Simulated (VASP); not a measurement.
# Hf: single point with BLYP+D3(BJ)

Crystal: Hf.

```
CELL_PARAMETERS angstrom
0.00000 2.22000 2.22000
2.22000 0.00000 2.22000
2.22000 2.22000 0.00000
ATOMIC_POSITIONS crystal
Hf 0.00000 0.00000 0.00000
```

```
Program                : VASP 6.6.1
Task                   : single point
Functional             : BLYP
Dispersion             : D3(BJ)
Potentials or basis    : VASP PAW PBE potentials, release 64 (Hf_pv)
Cutoff                 : 520 eV
k mesh                 : 10 × 10 × 10
Occupations            : methfessel-paxton, width 0.1 eV
Spin                   : no spin polarisation
Dipole correction      : no
Further INCAR settings : ALGO = Normal; EDIFF = 1e-06; NBANDS = 11
```

```
Pressure                   : -2.7 GPa
Band gap on the k mesh     : zero (band 5 reaches 6.73 eV, above the bottom of band 6 at 5.04 eV)
Dispersion energy per atom : -1.152 eV
```

Levels at points of the mesh, in eV from the Fermi level:
```
           k point  band 3  band 4  band 5  band 6  band 7  band 8
(0.00, 0.00, 0.00)  -29.86   -7.15    1.30    1.30    1.30    4.12
(0.50, 0.00, 0.00)  -29.98   -3.67    0.88    1.09    1.09    6.28
(0.50, 0.50, 0.00)  -30.18   -3.31   -2.26    2.84    6.28    6.91
```

It took 16 s on 1 thread of Intel Xeon 6975P-C, with other jobs on the host, peak memory 0.15 GiB.

Caveat: three body term missing; the PAW data sets were made with another functional, which shifts forces and pressure a little; spin-orbit coupling is left out, which moves the levels of the heavy elements; pairwise dispersion overbinds metals, which lowers pressure and volume.
